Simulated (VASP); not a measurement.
# Ti (P6_3/mmc) in VASP: single point with revPBE

Aim: the single point of Ti with revPBE.

Everything below comes from runs of VASP 6.6.1. Logs are shortened: lines on timing, memory, paths and dates and some standing lists are left out, and cuts for length are marked.

### 1 The cell of the first run

It takes space group P6_3/mmc (No. 194, hexagonal). The conventional cell has a = 2.999 Å, b = 2.999 Å, c = 4.745 Å, α = 90.00°, β = 90.00°, γ = 120.00°. Ti (site symmetry -6m2) has 12 Ti at 2.94 to 3.00 Å within 3.9 Å.

### 2 Single point, revPBE, collinear spin (18.48 Å³/atom)

The input, INCAR:

```
SYSTEM = Ti
  ALGO = Normal
  EDIFF = 1E-6
  ENCUT = 520
  GGA = RE
  ISIF = 2
  ISMEAR = -1
  ISPIN = 2
  LASPH = .True.
  LCHARG = .False.
  LMAXMIX = 4
  LORBIT = 11
  LREAL = .False.
  LWAVE = .False.
  MAGMOM = 1 1
  NBANDS = 23
  NELM = 150
  PREC = Accurate
  SIGMA = 0.05
```

The input, KPOINTS:

```
k-points
0
Gamma
  20 20 11
  0 0 0
```

The input, POSCAR:

```
Ti
1.0
    2.9987656790      0.0000000000      0.0000000000
   -1.4993828395      2.5970072580      0.0000000000
    0.0000000000      0.0000000000      4.7448404589
Ti
2
Direct
    0.3333333333      0.6666666667      0.2500000000
    0.6666666667      0.3333333333      0.7500000000
```

Potentials or basis: VASP PAW PBE potentials, release 64 (Ti_sv).

Run with:

```bash
$ cat potpaw_PBE.64/Ti_sv/POTCAR > POTCAR
$ mpirun -np 1 vasp_std > vasp.out
```

OUTCAR:

```text
SYSTEM = Ti
   EDIFF = 1E-6
   ENCUT = 520
   GGA = RE
   ISIF = 2
   ISMEAR = -1
   ISPIN = 2
   LASPH = .True.
   LORBIT = 11
   LREAL = .False.
   NELM = 150
   PREC = Accurate

 ion  position               nearest neighbor table
   1  0.333  0.667  0.250-
   2  0.667  0.333  0.750-

  LATTYP: Found a hexagonal cell.
 ALAT       =     2.9987656790
 C/A-ratio  =     1.5822644937

  Lattice vectors:

 A1 = (   2.9987656790,   0.0000000000,   0.0000000000)
 A2 = (  -1.4993828395,   2.5970072580,   0.0000000000)
 A3 = (   0.0000000000,   0.0000000000,   4.7448404589)

Analysis of symmetry for initial positions (statically):
=====================================================================
 Subroutine PRICEL returns:
 Original cell was already a primitive cell.

 Routine SETGRP: Setting up the symmetry group for a
 hexagonal supercell.

 Subroutine GETGRP returns: Found 24 space group operations
 (whereof 12 operations were pure point group operations)
 out of a pool of 24 trial point group operations.

The static configuration has the point symmetry D_3d.
 The point group associated with its full space group is D_6h.

Analysis of symmetry for dynamics (positions and initial velocities):
=====================================================================
 Subroutine PRICEL returns:
 Original cell was already a primitive cell.

 Routine SETGRP: Setting up the symmetry group for a
 hexagonal supercell.

 Subroutine GETGRP returns: Found 24 space group operations
 (whereof 12 operations were pure point group operations)
 out of a pool of 24 trial point group operations.

The dynamic configuration has the point symmetry D_3d.
 The point group associated with its full space group is D_6h.

Analysis of structural, dynamic, and magnetic symmetry:
=====================================================================
 Subroutine PRICEL returns:
 Original cell was already a primitive cell.

 Routine SETGRP: Setting up the symmetry group for a
 hexagonal supercell.

 Subroutine GETGRP returns: Found 24 space group operations
 (whereof 12 operations were pure point group operations)
 out of a pool of 24 trial point group operations.

The overall configuration has the point symmetry D_3d.
 The point group associated with its full space group is D_6h.

 Subroutine INISYM returns: Found 24 space group operations
 (whereof 12 operations are pure point group operations),
 and found     1 'primitive' translations

----------------------------------------------------------------------------------------

                                     Primitive cell

  volume of cell :      36.9519

  direct lattice vectors                    reciprocal lattice vectors
     2.998765679  0.000000000  0.000000000     0.333470537  0.192529304  0.000000000
    -1.499382839  2.597007258  0.000000000     0.000000000  0.385058608  0.000000000
     0.000000000  0.000000000  4.744840459     0.000000000  0.000000000  0.210755242

  length of vectors
     2.998765679  2.998765679  4.744840459     0.385058608  0.385058608  0.210755242

  position of ions in fractional coordinates (direct lattice)
     0.333333333  0.666666667  0.250000000
     0.666666667  0.333333333  0.750000000

  ion indices of the primitive-cell ions
   primitive index   ion index
                 1           1
                 2           2

----------------------------------------------------------------------------------------

 KPOINTS: k-points

Automatic generation of k-mesh.
 Grid dimensions read from file:
 generate k-points for:   20   20   11

 Generating k-lattice:

  Cartesian coordinates                     Fractional coordinates (reciprocal lattice)
     0.016673527  0.009626465  0.000000000     0.050000000  0.000000000  0.000000000
     0.000000000  0.019252930  0.000000000     0.000000000  0.050000000  0.000000000
     0.000000000  0.000000000  0.019159567     0.000000000  0.000000000  0.090909091

  Length of vectors
     0.019252930  0.019252930  0.019159567

  Shift w.r.t. Gamma in fractional coordinates (k-lattice)
     0.000000000  0.000000000  0.000000000

 Subroutine IBZKPT returns following result:
 ===========================================

 Found    264 irreducible k-points:

 Following reciprocal coordinates:
            Coordinates               Weight
  0.000000  0.000000  0.000000      1.000000
  0.050000  0.000000  0.000000      6.000000
  0.100000  0.000000  0.000000      6.000000
  0.150000 -0.000000  0.000000      6.000000
  0.200000  0.000000  0.000000      6.000000
  0.250000 -0.000000  0.000000      6.000000
[... 16 lines left out ...]
  0.200000  0.100000  0.000000     12.000000
  0.250000  0.100000  0.000000     12.000000
 [... further k-points ...]
   k-points           NKPTS =    264   k-points in BZ     NKDIM =    264   number of bands    NBANDS=     23
   number of dos      NEDOS =    301   number of ions     NIONS =      2
   total plane-waves  NPLWV =  20736
   dimension x,y,z NGX =    24 NGY =   24 NGZ =   36
   dimension x,y,z NGXF=    48 NGYF=   48 NGZF=   72
   ions per type =               2
   NGX,Y,Z   is equivalent  to a cutoff of  13.31, 13.31, 12.61 a.u.
   NGXF,Y,Z  is equivalent  to a cutoff of  26.61, 26.61, 25.23 a.u.
 SYSTEM =  Ti
   PREC   = accura    normal or accurate (medium, high low for compatibility)
   ISTART =      0    job   : 0-new  1-cont  2-samecut
   ICHARG =      2    charge: 1-file 2-atom 10-const
   ISPIN  =      2    spin polarized calculation?
   LNONCOLLINEAR =      F non collinear calculations
   LSORBIT =      F    spin-orbit coupling
   LASPH  =      T    aspherical Exc in radial PAW
   ENCUT  =  520.0 eV  38.22 Ry    6.18 a.u.   5.58  5.58  8.82*2*pi/ulx,y,z
   NELM   =    150;   NELMIN=  2; NELMDL= -5     # of ELM steps
   EDIFF  = 0.1E-05   stopping-criterion for ELM
   LREAL  =      F    real-space projection
   EDIFFG = 0.1E-04   stopping-criterion for IOM
   NSW    =      0    number of steps for IOM
   IBRION =     -1    ionic relax: 0-MD 1-quasi-New 2-CG
   NFREE  =      0    steps in history (QN), initial steepest desc. (CG)
   ISIF   =      2    stress and relaxation
   ISYM   =      2    0-nonsym 1-usesym 2-fastsym
   POTIM  = 0.5000    time-step for ionic-motion
   TEBEG  =    0.0;   TEEND  =   0.0 temperature during run
   PSTRESS=    0.0 pullay stress
   NELECT =      24.0000    total number of electrons
   NUPDOWN=      -1.0000    fix difference up-down
   EMIN   =  10.00;   EMAX   =-10.00  energy-range for DOS
   EFERMI =   0.00;   METHOD = LEGACY
   ISMEAR =    -1;   SIGMA  =   0.05  broadening in eV -4-tet -1-fermi 0-gaus
   EFERMI_NEDOS =   21; number of points for ismear=-14 and -15
   IALGO  =     38    algorithm
   IMIX   =      4    mixing-type and parameters
     AMIX     =   0.40;   BMIX     =  1.00
     AMIX_MAG =   1.60;   BMIX_MAG =  1.00
  volume/ion in A,a.u.               =      18.48       124.68
  Fermi-wavevector in a.u.,A,eV,Ry     =   1.417749  2.679158 27.347892  2.010013
  Thomas-Fermi vector in A             =   2.538947
   LORBIT       =     11    0 simple, 1 ext, 2 COOP (PROOUT), +10 PAW based schemes
   GGA     = RE    functional components
   LHFCALC =     F    Hartree Fock is set to
   AEXX    =    0.0000 exact exchange contribution
   IVDW    =     0    specifies the selected vdW correction
   LEPSILON=     F    determine dielectric tensor
   LRPA    =     F    only Hartree local field effects (RPA)
 spin polarized calculation
  energy-cutoff  :      520.00
  volume of cell :       36.95
 maximum number of plane-waves:      1020
 NGX is ok and might be reduce to    24
   NGX = 11   NGY = 11   NGZ = 17

 number of electron      23.9999998 magnetization      -0.0040985

 number of electron      23.9999998 magnetization       0.0002639

 Free energy of the ion-electron system (eV)
  ---------------------------------------------------
  ext. energy  EPLUGINS =         0.00000000
  ---------------------------------------------------
  free energy    TOTEN  =       -15.02772921 eV

  energy without entropy =      -15.00955685  energy(sigma->0) =      -15.01864303

 E-fermi :   7.7878     XC(G=0): -11.1295

 val. band max:        7.7875002514   @ k =   0.3500   0.2500   0.2727
 cond. band min:       7.7950693784   @ k =   0.1000   0.1000   0.1818
 fundamental gap:      0.0075691270
 Fermi energy:         7.7878216518

 spin component 1

 k-point     1 :       0.0000    0.0000    0.0000
  band No.  band energies     occupation
      1     -49.2909      1.00000
      2     -49.1856      1.00000
      3     -25.7618      1.00000
      4     -25.2332      1.00000
      5     -25.2332      1.00000
      6     -25.1864      1.00000
[... 15 lines left out ...]
     22      21.9593      0.00000
     23      24.5027      0.00000

 k-point     2 :       0.0500    0.0000    0.0000
  band No.  band energies     occupation
      1     -49.2890      1.00000
      2     -49.1848      1.00000
      3     -25.7574      1.00000
      4     -25.2423      1.00000
      5     -25.2363      1.00000
      6     -25.1883      1.00000
[... 15 lines left out ...]
     22      21.9362      0.00000
     23      24.2462      0.00000

 k-point     3 :       0.1000    0.0000    0.0000
  band No.  band energies     occupation
      1     -49.2835      1.00000
      2     -49.1827      1.00000
      3     -25.7442      1.00000
      4     -25.2687      1.00000
      5     -25.2451      1.00000
      6     -25.1941      1.00000
[... 15 lines left out ...]
     22      21.6984      0.00000
     23      23.5674      0.00000
[... 495 lines left out ...]
 k-point    23 :       0.2000    0.1000    0.0000
  band No.  band energies     occupation
      1     -49.2463      1.00000
      2     -49.1710      1.00000
      3     -25.6508      1.00000
      4     -25.4208      1.00000
      5     -25.3732      1.00000
      6     -25.2844      1.00000
[... 15 lines left out ...]
     22      18.4005      0.00000
     23      19.8352      0.00000

 k-point    24 :       0.2500    0.1000    0.0000
  band No.  band energies     occupation
      1     -49.2332      1.00000
      2     -49.1682      1.00000
      3     -25.6146      1.00000
      4     -25.4760      1.00000
      5     -25.4136      1.00000
      6     -25.3111      1.00000
[... 15 lines left out ...]
     22      17.1953      0.00000
     23      19.1649      0.00000

 [... further k-points ...]

 spin component 2

 k-point     1 :       0.0000    0.0000    0.0000
  band No.  band energies     occupation
      1     -49.2907      1.00000
      2     -49.1854      1.00000
      3     -25.7616      1.00000
      4     -25.2330      1.00000
      5     -25.2330      1.00000
      6     -25.1862      1.00000
[... 15 lines left out ...]
     22      21.9595      0.00000
     23      24.5024      0.00000

 k-point     2 :       0.0500    0.0000    0.0000
  band No.  band energies     occupation
      1     -49.2888      1.00000
      2     -49.1846      1.00000
      3     -25.7571      1.00000
      4     -25.2421      1.00000
      5     -25.2361      1.00000
      6     -25.1881      1.00000
[... 15 lines left out ...]
     22      21.9364      0.00000
     23      24.2463      0.00000

 k-point     3 :       0.1000    0.0000    0.0000
  band No.  band energies     occupation
      1     -49.2833      1.00000
      2     -49.1825      1.00000
      3     -25.7440      1.00000
      4     -25.2686      1.00000
      5     -25.2449      1.00000
      6     -25.1939      1.00000
[... 15 lines left out ...]
     22      21.6985      0.00000
     23      23.5675      0.00000
[... 495 lines left out ...]
 k-point    23 :       0.2000    0.1000    0.0000
  band No.  band energies     occupation
      1     -49.2461      1.00000
      2     -49.1708      1.00000
      3     -25.6505      1.00000
      4     -25.4206      1.00000
      5     -25.3730      1.00000
      6     -25.2842      1.00000
[... 15 lines left out ...]
     22      18.4006      0.00000
     23      19.8352      0.00000

 k-point    24 :       0.2500    0.1000    0.0000
  band No.  band energies     occupation
      1     -49.2330      1.00000
      2     -49.1680      1.00000
      3     -25.6144      1.00000
      4     -25.4758      1.00000
      5     -25.4135      1.00000
      6     -25.3109      1.00000
[... 15 lines left out ...]
     22      17.1953      0.00000
     23      19.1649      0.00000

 [... further k-points ...]

------------------------ aborting loop because EDIFF is reached ----------------------------------------

  FORCE on cell =-STRESS in cart. coord.  units (eV):
  Direction    XX          YY          ZZ          XY          YZ          ZX
  --------------------------------------------------------------------------------------
  -------------------------------------------------------------------------------------
  Total       -0.9483583     -0.9483583     -0.9466008      0.0000000     -0.0000000      0.0000000
  in kB      -41.1193029    -41.1193029    -41.0430966      0.0000000     -0.0000000      0.0000000
  external PRESSURE =     -41.0939008 kB  Pullay stress =       0.0000000 kB

 VOLUME and BASIS-vectors are now :
 -----------------------------------------------------------------------------
  energy-cutoff  :      520.00
  volume of cell :       36.95
      direct lattice vectors                 reciprocal lattice vectors
     2.998765679  0.000000000  0.000000000     0.333470537  0.192529304  0.000000000
    -1.499382839  2.597007258  0.000000000     0.000000000  0.385058608  0.000000000
     0.000000000  0.000000000  4.744840459     0.000000000  0.000000000  0.210755242

 POSITION                                       TOTAL-FORCE (eV/Angst)
 -----------------------------------------------------------------------------------
     -0.00000      1.73134      1.18621        -0.000000      0.000000      0.000000
      1.49938      0.86567      3.55863         0.000000     -0.000000      0.000000
 -----------------------------------------------------------------------------------
    total drift:                               -0.000000      0.000000     -0.000000

  FREE ENERGIE OF THE ION-ELECTRON SYSTEM (eV)
  ---------------------------------------------------
  free  energy   TOTEN  =       -15.0277292095 eV

  energy  without entropy=      -15.0095568496  energy(sigma->0) =      -15.01864303

 total charge

# of ion       s       p       d       tot
------------------------------------------
    1        2.235   6.110   1.829  10.174
    2        2.235   6.110   1.829  10.174
--------------------------------------------------
tot          4.470  12.219   3.659  20.348

 magnetization (x)

# of ion       s       p       d       tot
------------------------------------------
    1       -0.000   0.000   0.000   0.000
    2       -0.000   0.000   0.000   0.000
--------------------------------------------------
tot         -0.000   0.000   0.000   0.000
```

It took 6.2 min on 1 thread of Intel Xeon 8259CL, shared host; peak memory 0.37 GiB.

What came out:

```yaml
Free_energy: -15.0277 eV
Pressure: -4.1 GPa
Band_gap_on_the_k_mesh: zero (filled and empty bands overlap)
Net_moment: 0.00 μB per cell
Valence_electrons_inside_the_program's_atomic_spheres: Ti 10.17
```

Levels at points of the mesh, in eV from the Fermi level:
Spin up:
| k point | band 9 | band 10 | band 11 | band 12 | band 13 | band 14 | band 15 | band 16 |
| --- | --- | --- | --- | --- | --- | --- | --- | --- |
| (0.00, 0.00, 0.00) | -6.08 | -2.55 | 0.60 | 0.74 | 0.74 | 0.84 | 1.19 | 1.19 |
| (0.50, 0.00, 0.00) | -2.28 | -1.99 | -1.69 | -0.70 | 0.47 | 0.58 | 1.09 | 3.08 |
Spin down:
```tsv
k point	band 10	band 11	band 12	band 13	band 14	band 15
(0.00, 0.00, 0.00)	-2.55	0.60	0.74	0.74	0.84	1.19
(0.50, 0.00, 0.00)	-1.99	-1.69	-0.70	0.47	0.58	1.09
```

Caveat: the cell stands under tension; the PAW data sets were made with another functional, which shifts forces and pressure a little.
